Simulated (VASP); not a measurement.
Input of a VASP 6.6.1 run:

File INCAR:

```
PREC     = Accurate       # precision mode
ENCUT    = 520            # plane-wave cutoff, eV
EDIFF    = 1E-6           # SCF threshold, eV
ISMEAR   = -1             # smearing method
SIGMA    = 0.08           # smearing width, eV
LREAL    = F              # projectors in reciprocal space
LASPH    = T              # aspherical terms in the spheres
NELM     = 100            # most SCF steps
ALGO     = Normal         # electronic algorithm
ISIF     = 2              # what is computed and relaxed
LWAVE    = F              # write WAVECAR
LCHARG   = F              # write CHGCAR
GGA      = CA             # functional
NBANDS   = 20             # bands
```

File KPOINTS:

```
regular mesh
0
Gamma
  11 11 11
```

Contents of POSCAR:

```
TaBi
1.0
    0.0000000000      2.5900323106      2.5900323106
    2.5900323106      0.0000000000      2.5900323106
    2.5900323106      2.5900323106      0.0000000000
Ta Bi
1 1
Direct
    0.0000000000      0.0000000000      0.0000000000
    0.5000000000      0.5000000000      0.5000000000
```

Potentials or basis: VASP PAW LDA potentials, release 64 (Ta_pv, Bi_d).

Launch:

```bash
$ cat potpaw_LDA.64/Ta_pv/POTCAR potpaw_LDA.64/Bi_d/POTCAR > POTCAR
$ mpirun -np 1 vasp_std > vasp.out
```

Problem. What does it give for the band gap on the k mesh?

Solution. Zero (band 13 reaches 12.31 eV, above the bottom of band 14 at 11.20 eV).

Problem. Predict the pressure.

Solution. 66.1 GPa.

Caveat: spin-orbit coupling is left out, which moves the levels of the heavy elements.
